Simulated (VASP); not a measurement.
The system is CeO2.

```
CELL_PARAMETERS angstrom
0.00000 2.71865 2.71865
2.71865 0.00000 2.71865
2.71865 2.71865 0.00000
ATOMIC_POSITIONS crystal
Ce 0.00000 0.00000 0.00000
O 0.25000 0.25000 0.25000
O 0.75000 0.75000 0.75000
```

Base run:

```yaml
Program: VASP 6.6.1
Functional: PBE
Potentials_or_basis: VASP PAW PBE potentials, release 64 (Ce, O)
Cutoff: 520 eV
k_mesh: 6 × 6 × 6
Occupations: gaussian, width 0.01 eV
Spin: no spin polarisation
```

Its results: band gap on the k mesh 2.02 eV (least direct gap 2.09 eV).

Problem. The run is repeated on the same cell with these changes: functional from PBE to r2SCANh; cutoff from 520 eV to 800 eV; further incar settings from ALGO = Normal; EDIFF = 1e-08 to ALGO = Normal; EDIFF = 1e-06; NBANDS = 19. What comes out?

Solution. Band gap on the k mesh 3.17 eV (least direct gap 3.28 eV).

Caveats: spin-orbit coupling is left out, which moves the levels of the heavy elements.

A k mesh can miss the band edges.
